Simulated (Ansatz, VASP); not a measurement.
**Two plane-wave programs on InSb**

```xyz
2
Lattice="3.0767 0.0000 0.0000 0.0000 3.0767 0.0000 0.0000 0.0000 6.2155" Properties=species:S:1:pos:R:3 pbc="T T T"
In    0.0000    0.0000    0.0000
Sb    0.0000    0.0000    3.1077
```

Alike in both runs: task single point; functional PBE; k mesh 14 × 14 × 8; occupations gaussian, width 0.1 eV; no spin polarisation.

|  | VASP | Ansatz |
| --- | --- | --- |
| version | VASP 6.6.1 | Ansatz 0.2.0 |
| potentials or method | VASP PAW PBE potentials, release 64 (In_d, Sb), cutoff 520 eV | scalar-relativistic, plane waves, PAW |
| valence electrons in the cell | 18 | 28 |

|  | VASP | Ansatz | Ansatz less VASP |
| --- | --- | --- | --- |
| gap on the k mesh at the Fermi level (eV) | none | none | - |
| pressure (GPa) | 0.5 | 0.5 | +0.03 |
| traceless stress, the component that is largest in VASP (GPa) | -0.16 | -0.16 | +0.006 |

A gap of «none» marks a metal or a gap that the smearing closes. VASP's potentials hold 18 valence electrons a cell and Ansatz's 28, so a difference there can come from the potentials and not from the codes.

Neither program's run includes spin-orbit coupling.
